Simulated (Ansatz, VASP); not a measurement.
**One calculation of HfB, two programs**

The input INCAR:

```
SYSTEM = HfB
PREC = Accurate
ENCUT = 520
EDIFF = 1E-7
ISMEAR = 0
SIGMA = 0.1
LREAL = .FALSE.
LASPH = .TRUE.
NELM = 80
ALGO = Normal
ISIF = 2
LWAVE = .FALSE.
LCHARG = .TRUE.
GGA = PS
LELF = .TRUE.
LVHAR = .TRUE.
NBANDS = 14
```

File KPOINTS:

```
regular mesh
0
G
  14 14 14
  0 0 0
```

File POSCAR:

```
HfB
1.0
    0.0000000000      2.2104852000      2.2797852000
    2.2104852000      0.0000000000      2.2797852000
    2.2104852000      2.2104852000      0.0000000000
Hf B
1 1
Direct
    0.5129870130      0.5129870130      0.4870129870
   -0.0129870130     -0.0129870130      0.0129870130
```

Input for Ansatz:

```yaml
crystal:
  lattice:
    - [0.0, 2.2104852, 2.2797852]
    - [2.2104852, 0.0, 2.2797852]
    - [2.2104852, 2.2104852, 0.0]
  atoms:
    - { symbol: Hf, position: [0.512987013, 0.512987013, 0.487012987] }
    - { symbol: B, position: [-0.012987013, -0.012987013, 0.012987013] }
basis:
  ecutwfc: 420
kpoints:
  mp_grid: { grid: [14, 14, 14] }
hamiltonian:
  xc: pbesol
scf:
  occupations: { method: gaussian, width: 0.1 }
output:
  forces: true
  stress: true
  eigenvalues: true
  populations: true
```

Alike in both runs: task single point; functional PBEsol; k mesh 14 × 14 × 14; occupations gaussian, width 0.1 eV; no spin polarisation.

```csv
,VASP,Ansatz
version,VASP 6.6.1,Ansatz 0.2.0
potentials or method,"VASP PAW PBE potentials, release 64 (Hf_pv, B), cutoff 520 eV","scalar-relativistic, plane waves, PAW"
valence electrons in the cell,13,29
```

VASP gave:

* gap on the k mesh at the Fermi level (eV): none
* pressure (GPa): 58.8
* traceless stress, the component that is largest in VASP (GPa): -9.96
* rms of the force components (eV/Å): 0.828

Estimate Ansatz's values.

gap on the k mesh at the Fermi level (eV): none; pressure (GPa): 56.6; traceless stress, the component that is largest in VASP (GPa): -9.79; rms of the force components (eV/Å): 0.828.

VASP's potentials were made for PBE, not for PBEsol. Atom by atom the forces differ by 0.000 eV/Å (rms over components). A gap of «none» marks a metal or a gap that the smearing closes. Both programs put the cell under a high pressure, so it lies far from rest at this level. With one functional, cell and mesh, what is left measures potentials, basis and numerics. VASP's potentials hold 13 valence electrons a cell and Ansatz's 29, so a difference there can come from the potentials and not from the codes.

Spin-orbit coupling is off throughout.
